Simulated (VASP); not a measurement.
# In2CuO4 (I4/mmm) in VASP: a series of runs

The runs below take In2CuO4 through single point, with LDA+U.

Everything below comes from runs of VASP 6.6.1. Logs are shortened: lines on timing, memory, paths and dates and some standing lists are left out, and cuts for length are marked.

### 1 The cell of the first run

Symmetry: I4/mmm, No. 139, tetragonal system. The conventional cell has a = 3.957 Å, b = 3.957 Å, c = 12.080 Å, α = 90.00°, β = 90.00°, γ = 90.00°. In (site symmetry 4mm) has 8 O at 2.34 to 2.66 Å within 3.1 Å. Within 2.6 Å of Cu (site symmetry 4/mmm) lie 4 O at 1.98 Å. O (site symmetry mmm) has 2 Cu at 1.98 Å within 2.6 Å. Within 3.1 Å of O (site symmetry -4m2) lie 4 In at 2.34 Å and 6 O at 2.80 to 3.02 Å.

### 2 Single point, LDA+U, collinear spin, ferromagnetic start

The input, INCAR:

```
SYSTEM = In2CuO4
  PREC = Accurate
  ENCUT = 520
  EDIFF = 1E-6
  ISMEAR = 0
  SIGMA = 0.05
  LREAL = .False.
  LASPH = .True.
  NELM = 150
  ALGO = Normal
  ISIF = 2
  LWAVE = .False.
  LCHARG = .True.
  ISPIN = 2
  MAGMOM = 0 0 1 0 0 0 0
  LORBIT = 11
  LMAXMIX = 4
  LDAU = .True.
  LDAUTYPE = 1
  LDAUL = -1 2 -1
  LDAUU = 0 3 0
  LDAUJ = 0 0.7 0
  LDAUPRINT = 1
  LELF = .True.
  LVHAR = .True.
  NBANDS = 44
```

The input, KPOINTS:

```
Automatic mesh
0
Gamma
  7 7 7
  0 0 0
```

The input, POSCAR:

```
In2CuO4
1.0
   -1.9784999400      1.9784999400      6.0399998300
    1.9784999400     -1.9784999400      6.0399998300
    1.9784999400      1.9784999400     -6.0399998300
In Cu O
2 1 4
Direct
    0.3529000000      0.3529000000      0.0000000000
    0.6471000000      0.6471000000      0.0000000000
    0.0000000000      0.0000000000      0.0000000000
    0.5000000000      0.0000000000      0.5000000000
    0.0000000000      0.5000000000      0.5000000000
    0.7500000000      0.2500000000      0.5000000000
    0.2500000000      0.7500000000      0.5000000000
```

Potentials or basis: VASP PAW LDA potentials, release 64 (In_d, Cu, O).

Started as:

```bash
> cat potpaw_LDA.64/In_d/POTCAR potpaw_LDA.64/Cu/POTCAR potpaw_LDA.64/O/POTCAR > POTCAR
> mpirun -np 1 vasp_std > vasp.out
```

OUTCAR:

```text
SYSTEM = In2CuO4
   PREC = Accurate
   ENCUT = 520
   EDIFF = 1E-6
   ISMEAR = 0
   LREAL = .False.
   LASPH = .True.
   NELM = 150
   ISIF = 2
   ISPIN = 2
   LORBIT = 11

 ion  position               nearest neighbor table
   1  0.353  0.353  0.000-   6 2.34   7 2.34   7 2.34   6 2.34   4 2.66   5 2.66   5 2.66   4 2.66
                             3 3.31   3 3.31   3 3.31   3 3.31   2 3.55   2 3.74   2 3.74   2 3.74
   2  0.647  0.647  0.000-   7 2.34   6 2.34   6 2.34   7 2.34   4 2.66   5 2.66   4 2.66   5 2.66
                             3 3.31   3 3.31   3 3.31   3 3.31   1 3.55   1 3.74   1 3.74   1 3.74
   3  0.000  0.000  0.000-   4 1.98   5 1.98   5 1.98   4 1.98   2 3.31   2 3.31   2 3.31   1 3.31
                             2 3.31   1 3.31   1 3.31   1 3.31
   4  0.500  0.000  0.500-   3 1.98   3 1.98   2 2.66   1 2.66   1 2.66   2 2.66
   5  0.000  0.500  0.500-   3 1.98   3 1.98   2 2.66   1 2.66   2 2.66   1 2.66
   6  0.750  0.250  0.500-   1 2.34   2 2.34   1 2.34   2 2.34
   7  0.250  0.750  0.500-   1 2.34   2 2.34   1 2.34   2 2.34

  LATTYP: Found a body centered tetragonal cell.
 ALAT       =     3.9569998800
 C/A-ratio  =     3.0528177979

  Lattice vectors:

 A1 = (  -1.9784999400,   1.9784999400,   6.0399998300)
 A2 = (   1.9784999400,  -1.9784999400,   6.0399998300)
 A3 = (   1.9784999400,   1.9784999400,  -6.0399998300)

Analysis of symmetry for initial positions (statically):
=====================================================================
 Subroutine PRICEL returns:
 Original cell was already a primitive cell.

 Routine SETGRP: Setting up the symmetry group for a
 body centered tetragonal supercell.

 Subroutine GETGRP returns: Found 16 space group operations
 (whereof 16 operations were pure point group operations)
 out of a pool of 16 trial point group operations.

The static configuration has the point symmetry D_4h.

Analysis of symmetry for dynamics (positions and initial velocities):
=====================================================================
 Subroutine PRICEL returns:
 Original cell was already a primitive cell.

 Routine SETGRP: Setting up the symmetry group for a
 body centered tetragonal supercell.

 Subroutine GETGRP returns: Found 16 space group operations
 (whereof 16 operations were pure point group operations)
 out of a pool of 16 trial point group operations.

The dynamic configuration has the point symmetry D_4h.

Analysis of structural, dynamic, and magnetic symmetry:
=====================================================================
 Subroutine PRICEL returns:
 Original cell was already a primitive cell.

 Routine SETGRP: Setting up the symmetry group for a
 body centered tetragonal supercell.

 Subroutine GETGRP returns: Found 16 space group operations
 (whereof 16 operations were pure point group operations)
 out of a pool of 16 trial point group operations.

The overall configuration has the point symmetry D_4h.

 Subroutine INISYM returns: Found 16 space group operations
 (whereof 16 operations are pure point group operations),
 and found     1 'primitive' translations

----------------------------------------------------------------------------------------

                                     Primitive cell

  volume of cell :      94.5734

  direct lattice vectors                    reciprocal lattice vectors
    -1.978499940  1.978499940  6.039999830     0.000000000  0.252716712  0.082781459
     1.978499940 -1.978499940  6.039999830     0.252716712  0.000000000  0.082781459
     1.978499940  1.978499940 -6.039999830     0.252716712  0.252716712  0.000000000

  length of vectors
     6.656614903  6.656614903  6.656614903     0.265929514  0.265929514  0.357395402

  position of ions in fractional coordinates (direct lattice)
     0.352900000  0.352900000  0.000000000
[... 111 lines left out ...]
  Thomas-Fermi vector in A             =   2.536013
   LORBIT       =     11    0 simple, 1 ext, 2 COOP (PROOUT), +10 PAW based schemes
 LDA+U is selected, type is set to LDAUTYPE =  1
   angular momentum for each species LDAUL =    -1    2   -1
   U (eV)           for each species LDAUU =   0.0  3.0  0.0
   J (eV)           for each species LDAUJ =   0.0  0.7  0.0
   GGA     = CA    functional components
   LHFCALC =     F    Hartree Fock is set to
   AEXX    =    0.0000 exact exchange contribution
   IVDW    =     0    specifies the selected vdW correction
   LEPSILON=     F    determine dielectric tensor
   LRPA    =     F    only Hartree local field effects (RPA)
 spin polarized calculation
 Gauss-broadening in eV      SIGMA  =   0.05
  energy-cutoff  :      520.00
  volume of cell :       94.57
 maximum number of plane-waves:      2599
 NGX is ok and might be reduce to    50
   NGX = 25   NGY = 25   NGZ = 25

atom =   3  type =  2  l = 2

 onsite density matrix

spin component  1

  0.9705 -0.0000  0.0000  0.0000 -0.0000
 -0.0000  0.9659 -0.0000 -0.0000 -0.0000
  0.0000 -0.0000  0.9353 -0.0000  0.0000
  0.0000 -0.0000 -0.0000  0.9659 -0.0000
 -0.0000 -0.0000  0.0000 -0.0000  0.8737

spin component  2

  0.9697 -0.0000 -0.0000 -0.0000  0.0000
 -0.0000  0.9655 -0.0000  0.0000  0.0000
 -0.0000 -0.0000  0.9327 -0.0000  0.0000
 -0.0000  0.0000 -0.0000  0.9655 -0.0000
  0.0000  0.0000  0.0000 -0.0000  0.6686

 occupancies and eigenvectors

  o =  0.6686  v =  0.0000  0.0000  0.0000  0.0000  0.0000  0.0000  0.0000  0.0000 -0.0000  1.0000      0.0000  0.0000  0.0000  0.0000  0.0000  0.0000  0.0000  0.0000  0.0000  0.0000
  o =  0.8737  v =  0.0000  0.0000 -0.0000  0.0000 -1.0000  0.0000  0.0000  0.0000  0.0000  0.0000      0.0000  0.0000  0.0000  0.0000  0.0000  0.0000  0.0000  0.0000  0.0000  0.0000
  o =  0.9327  v =  0.0000  0.0000  0.0000  0.0000  0.0000  0.0000  0.0000  1.0000  0.0000 -0.0000      0.0000  0.0000  0.0000  0.0000  0.0000  0.0000  0.0000  0.0000  0.0000  0.0000
  o =  0.9353  v =  0.0000 -0.0000  1.0000  0.0000 -0.0000  0.0000  0.0000  0.0000  0.0000  0.0000      0.0000  0.0000  0.0000  0.0000  0.0000  0.0000  0.0000  0.0000  0.0000  0.0000
  o =  0.9655  v =  0.0000  0.0000  0.0000  0.0000  0.0000  0.0000  0.0115  0.0000 -0.9999 -0.0000      0.0000  0.0000  0.0000  0.0000  0.0000  0.0000  0.0000  0.0000  0.0000  0.0000
  o =  0.9655  v =  0.0000  0.0000  0.0000  0.0000  0.0000  0.0000  0.9999 -0.0000  0.0115 -0.0000      0.0000  0.0000  0.0000  0.0000  0.0000  0.0000  0.0000  0.0000  0.0000  0.0000
  o =  0.9659  v =  0.0000 -0.4993  0.0000 -0.8664 -0.0000  0.0000  0.0000  0.0000  0.0000  0.0000      0.0000  0.0000  0.0000  0.0000  0.0000  0.0000  0.0000  0.0000  0.0000  0.0000
  o =  0.9659  v =  0.0000 -0.8664 -0.0000  0.4993 -0.0000  0.0000  0.0000  0.0000  0.0000  0.0000      0.0000  0.0000  0.0000  0.0000  0.0000  0.0000  0.0000  0.0000  0.0000  0.0000
  o =  0.9697  v =  0.0000  0.0000  0.0000  0.0000  0.0000  1.0000  0.0000  0.0000  0.0000  0.0000      0.0000  0.0000  0.0000  0.0000  0.0000  0.0000  0.0000  0.0000  0.0000  0.0000
  o =  0.9705  v =  1.0000  0.0000  0.0000  0.0000  0.0000  0.0000  0.0000  0.0000  0.0000  0.0000      0.0000  0.0000  0.0000  0.0000  0.0000  0.0000  0.0000  0.0000  0.0000  0.0000

 number of electron      61.0000003 magnetization       0.3325352

 Free energy of the ion-electron system (eV)
  ---------------------------------------------------
  ext. energy  EPLUGINS =         0.00000000
  ---------------------------------------------------
  free energy    TOTEN  =       -39.60492781 eV

  energy without entropy =      -39.60317475  energy(sigma->0) =      -39.60405128

 E-fermi :   4.4801     XC(G=0): -11.3320

 val. band max:        4.4594688005   @ k =   0.4286   0.4286  -0.0000
 cond. band min:       4.5978312168   @ k =  -0.2857   0.1429  -0.0000
 fundamental gap:      0.1383624163
 Fermi energy:         4.4801130178

 spin component 1

 k-point     1 :       0.0000    0.0000    0.0000
  band No.  band energies     occupation
      1     -13.2537      1.00000
      2     -12.1784      1.00000
      3     -12.0242      1.00000
      4     -11.3781      1.00000
      5      -8.8263      1.00000
      6      -8.8263      1.00000
[... 2153 lines left out ...]
     41      14.5660      0.00000
     42      16.8191      0.00000

 [... further k-points ...]

 [bands above 42 left out]

------------------------ aborting loop because EDIFF is reached ----------------------------------------

  FORCE on cell =-STRESS in cart. coord.  units (eV):
  Direction    XX          YY          ZZ          XY          YZ          ZX
  --------------------------------------------------------------------------------------
  -------------------------------------------------------------------------------------
  Total      -14.3720116    -14.3720116    -13.1424391      0.0000000     -0.0000000      0.0000000
  in kB     -243.4776724   -243.4776724   -222.6473631      0.0000000     -0.0000000      0.0000000
  external PRESSURE =    -236.5342360 kB  Pullay stress =       0.0000000 kB

 VOLUME and BASIS-vectors are now :
 -----------------------------------------------------------------------------
  energy-cutoff  :      520.00
  volume of cell :       94.57
      direct lattice vectors                 reciprocal lattice vectors
    -1.978499940  1.978499940  6.039999830     0.000000000  0.252716712  0.082781459
     1.978499940 -1.978499940  6.039999830     0.252716712  0.000000000  0.082781459
     1.978499940  1.978499940 -6.039999830     0.252716712  0.252716712  0.000000000

 POSITION                                       TOTAL-FORCE (eV/Angst)
 -----------------------------------------------------------------------------------
      0.00000      0.00000      4.26303        -0.000000     -0.000000     -1.711977
      0.00000      0.00000      7.81697        -0.000000     -0.000000      1.711977
      0.00000      0.00000      0.00000         0.000000      0.000000     -0.000000
      0.00000      1.97850      0.00000         0.000000      0.000000     -0.000000
      1.97850      0.00000      0.00000         0.000000      0.000000     -0.000000
     -0.00000      1.97850      3.02000         0.000000      0.000000     -0.000000
      1.97850     -0.00000      3.02000         0.000000      0.000000     -0.000000
 -----------------------------------------------------------------------------------
    total drift:                               -0.000000     -0.000000     -0.000000

  FREE ENERGIE OF THE ION-ELECTRON SYSTEM (eV)
  ---------------------------------------------------
  free  energy   TOTEN  =       -39.6049278150 eV

  energy  without entropy=      -39.6031747459  energy(sigma->0) =      -39.60405128

 total charge

# of ion       s       p       d       tot
------------------------------------------
    1        0.650   0.448   9.951  11.049
    2        0.650   0.448   9.951  11.049
    3        0.359   0.344   9.193   9.896
    4        1.565   3.295   0.000   4.861
    5        1.565   3.295   0.000   4.861
    6        1.567   3.302   0.000   4.869
    7        1.567   3.302   0.000   4.869
--------------------------------------------------
tot          7.923  14.434  29.096  51.453

 magnetization (x)

# of ion       s       p       d       tot
------------------------------------------
    1       -0.001  -0.001   0.000  -0.002
    2       -0.001  -0.001   0.000  -0.002
    3        0.008   0.007   0.210   0.224
    4        0.004   0.041   0.000   0.044
    5        0.004   0.041   0.000   0.044
    6       -0.000   0.005   0.000   0.005
    7       -0.000   0.005   0.000   0.005
--------------------------------------------------
tot          0.013   0.096   0.210   0.318
```

Run time: 28 min. Hardware: 1 thread of Intel Xeon Platinum 8488C (Sapphire Rapids), shared host; peak memory 0.45 GiB.

What came out:

```
Free energy                                           : -39.6049 eV
Pressure                                              : -23.7 GPa
Largest force                                         : 1.712 eV/Å
Net moment                                            : 0.33 μB per cell
Site moments                                          : In -0.00; Cu +0.22; O +0.04, +0.01 μB
Valence electrons inside the program's atomic spheres : In 11.05; Cu 9.90; O 4.86, 4.87
```

Forces on the atoms (eV/Å):
```
In   0.000  0.000 -1.712
In   0.000  0.000  1.712
Cu   0.000  0.000  0.000
O    0.000  0.000  0.000
O    0.000  0.000  0.000
O    0.000  0.000  0.000
O    0.000  0.000  0.000
```

Stress tensor (GPa, compression positive):
```
-24.35   0.00   0.00
  0.00 -24.35   0.00
  0.00   0.00 -22.26
```

Levels at points of the mesh, in eV from the Fermi level:
Spin up:
```csv
k point,band 29,band 30,band 31,band 32,band 33,band 34
"(0.00, 0.00, 0.00)",-0.95,-0.88,-0.40,-0.40,3.66,4.75
```
Spin down:
| k point | band 28 | band 29 | band 30 | band 31 | band 32 | band 33 |
| --- | --- | --- | --- | --- | --- | --- |
| (0.00, 0.00, 0.00) | -1.49 | -0.91 | -0.87 | -0.39 | -0.39 | 3.66 |

Eigenvalues of the final occupation matrices:
| site | spin | trace | eigenvalues |
| --- | --- | --- | --- |
| site 3 d | 1 | 4.71 | 0.87 0.94 0.97 0.97 0.97 |
| site 3 d | 2 | 4.50 | 0.67 0.93 0.97 0.97 0.97 |

Caveat: spin-orbit coupling is left out, which moves the levels of the heavy elements; forces of over 1 eV/Å act on the atoms, so gaps and moduli don't describe the material at rest. The state reached can hang on the start; a lower one may exist.

### 3 Single point, LDA+U, collinear spin, ferromagnetic start

The input, INCAR:

```
SYSTEM = In2CuO4
ALGO = Normal
EDIFF = 1E-6
ENCUT = 520
ISIF = 2
ISMEAR = 0
ISPIN = 2
LASPH = .TRUE.
LCHARG = .FALSE.
LDAU = .TRUE.
LDAUJ = 0 0.7 0
LDAUL = -1 2 -1
LDAUPRINT = 1
LDAUTYPE = 1
LDAUU = 0 3 0
LMAXMIX = 4
LORBIT = 11
LREAL = .FALSE.
LWAVE = .FALSE.
MAGMOM = 0 0 1 0 0 0 0
NBANDS = 44
NELM = 150
PREC = Accurate
SIGMA = 0.05
```

The input, KPOINTS:

```
k-points
0
G
  7 7 7
  0 0 0
```

POSCAR is that of step 2.

Potentials or basis: VASP PAW LDA potentials, release 64 (In_d, Cu, O).

Started as:

```bash
> cat potpaw_LDA.64/In_d/POTCAR potpaw_LDA.64/Cu/POTCAR potpaw_LDA.64/O/POTCAR > POTCAR
> mpirun -np 1 vasp_std > vasp.out
```

Run time: 24 min. Hardware: 1 thread of Intel Xeon Platinum 8488C (Sapphire Rapids), shared host; peak memory 0.45 GiB.

Results (log left out):

- Free energy: -39.6049 eV
- Pressure: -23.7 GPa
- Largest force: 1.712 eV/Å
- Net moment: 0.33 μB per cell
- Site moments: In -0.00; Cu +0.22; O +0.04, +0.01 μB
- Valence electrons inside the program's atomic spheres: In 11.05; Cu 9.90; O 4.86, 4.87

Forces in eV/Å, atoms in the order of the input:
```
In   0.000  0.000 -1.712
In   0.000  0.000  1.712
Cu   0.000  0.000  0.000
O    0.000  0.000  0.000
O    0.000  0.000  0.000
O    0.000  0.000  0.000
O    0.000  0.000  0.000
```

Stress tensor (GPa, compression positive):
```
-24.35   0.00   0.00
  0.00 -24.35   0.00
  0.00   0.00 -22.26
```

Levels at points of the mesh, in eV from the Fermi level:
Spin up:
| k point | band 28 | band 29 | band 30 | band 31 | band 32 | band 33 | band 34 | band 35 |
| --- | --- | --- | --- | --- | --- | --- | --- | --- |
| (0.00, 0.00, 0.00) | -1.58 | -0.95 | -0.88 | -0.40 | -0.40 | 3.66 | 4.75 | 5.42 |
Spin down:
```tsv
k point	band 26	band 27	band 28	band 29	band 30	band 31	band 32	band 33	band 34	band 35
(0.00, 0.00, 0.00)	-1.51	-1.51	-1.49	-0.91	-0.87	-0.39	-0.39	3.66	4.77	5.45
```

Eigenvalues of the final occupation matrices:
| site | spin | trace | eigenvalues |
| --- | --- | --- | --- |
| site 3 d | 1 | 4.71 | 0.87 0.94 0.97 0.97 0.97 |
| site 3 d | 2 | 4.50 | 0.67 0.93 0.97 0.97 0.97 |

Caveat: spin-orbit coupling is left out, which moves the levels of the heavy elements; forces of over 1 eV/Å act on the atoms, so gaps and moduli don't describe the material at rest.
